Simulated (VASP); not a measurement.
A run of VASP 6.6.1:

Contents of INCAR:

```
SYSTEM = Be
PREC     = Accurate       ! precision mode
ENCUT    = 600            ! plane-wave cutoff, eV
EDIFF    = 1E-6           ! SCF threshold, eV
ISMEAR   = 0              ! smearing method
SIGMA    = 0.1            ! smearing width, eV
LREAL    = .FALSE.        ! projectors in reciprocal space
LASPH    = .TRUE.         ! aspherical terms in the spheres
NELM     = 100            ! most SCF steps
ALGO     = Normal         ! electronic algorithm
ISIF     = 3              ! what is computed and relaxed
LWAVE    = .FALSE.        ! write WAVECAR
LCHARG   = .FALSE.        ! write CHGCAR
GGA      = PE             ! functional
IBRION   = 2              ! ionic algorithm
NSW      = 100            ! ionic steps
EDIFFG   = -0.01          ! ionic threshold
```

Contents of KPOINTS:

```
regular mesh
0
G
  24 24 24
  0 0 0
```

File POSCAR:

```
Be
1.0
    1.1299049871      0.6523509484      5.3583413990
   -1.1299049871      0.6523509484      5.3583413990
    0.0000000000     -1.3047018969      5.3583413990
Be
3
Direct
    0.0000000000      0.0000000000      0.0000000000
    0.2216125964      0.2216125964      0.2216125964
    0.7783874036      0.7783874036      0.7783874036
```

Potentials or basis: VASP PAW PBE potentials, release 64 (Be).

The run is started by

```console
$ cat potpaw_PBE.64/Be/POTCAR > POTCAR
$ mpirun -np 1 vasp_std > vasp.out
```

Hardware: 1 thread of AMD EPYC 7R13 Processor (Zen 3), on a shared host.

Question: Estimate the wall time of this run.

Answer: Run time: 20 min on 1 thread of AMD EPYC 7R13 Processor (Zen 3) (shared host), peak memory 0.5 GiB. Counts: scf iterations 14, k points 1313, ion steps 2.
